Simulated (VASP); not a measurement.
Set up this calculation in VASP 6.6.1, as the native input.

```yaml
Task: single point
Functional: r2SCAN
Potentials_or_basis: VASP PAW PBE potentials, release 64 (Mo_sv)
Cutoff: 520 eV
k_mesh: 18 × 18 × 18
Occupations: gaussian, width 0.15 eV
Spin: no spin polarisation
Dipole_correction: no
Further_INCAR_settings: ALGO = Normal; EDIFF = 1e-06; NBANDS = 13
```

Mo:

```xyz
1
Lattice="2.6671 0.0000 0.0000 -1.3336 2.3098 0.0000 0.0000 0.0000 2.5552" Properties=species:S:1:pos:R:3 pbc="T T T"
Mo    0.0000    0.0000    1.2776
```

This cell differs from its parent crystal: strain -0.0250 x Voigt [1, 1, 0, 0, 0, 0].

One way to write it, as run:

POSCAR

```
Mo
1.0
    2.6671226373      0.0000000000      0.0000000000
   -1.3335613186      2.3097959589      0.0000000000
    0.0000000000      0.0000000000      2.5551807000
Mo
1
Direct
    0.0000000000      0.0000000000      0.5000000000
```

INCAR.step1

```
PREC = Accurate ; ENCUT = 520
ISMEAR = 0 ; SIGMA = 0.15
LREAL = F ; LASPH = T
NELM = 60 ; NBANDS = 13
GGA = PE ; ALGO = Normal
EDIFF = 1E-4 ; LWAVE = T
LCHARG = F
```

INCAR.step2

```
PREC = Accurate ; ENCUT = 520
EDIFF = 1E-6 ; ISMEAR = 0
SIGMA = 0.15 ; LREAL = F
LASPH = T ; NELM = 60
ALGO = Normal ; ISIF = 2
LWAVE = F ; LCHARG = F
METAGGA = R2SCAN ; LMIXTAU = T
NBANDS = 13 ; ISTART = 1
```

KPOINTS

```
Automatic mesh
0
Gamma
  18 18 18
```

Potentials or basis: VASP PAW PBE potentials, release 64 (Mo_sv).

The run is started by

```console
$ cat potpaw_PBE.64/Mo_sv/POTCAR > POTCAR
$ cp INCAR.step1 INCAR
$ mpirun -np 1 vasp_std > vasp.out
$ cp INCAR.step2 INCAR
$ mpirun -np 1 vasp_std > vasp.out
```

Results of the run:

```json
{
 "Pressure": "14.6 GPa",
 "Band gap on the k mesh": "zero (bands 7 and 8 overlap by 1.92 eV)"
}
```

Caveat: the cell differs from its parent crystal (strain -0.0250 x Voigt [1, 1, 0, 0, 0, 0]); the stress differs along the axes, from 3 to 20 GPa; the PAW data sets were made with another functional, which shifts forces and pressure a little.

It took 2.4 min on 1 thread of AMD EPYC 9R45 (Zen 5), on a shared host, peak memory 0.15 GiB.
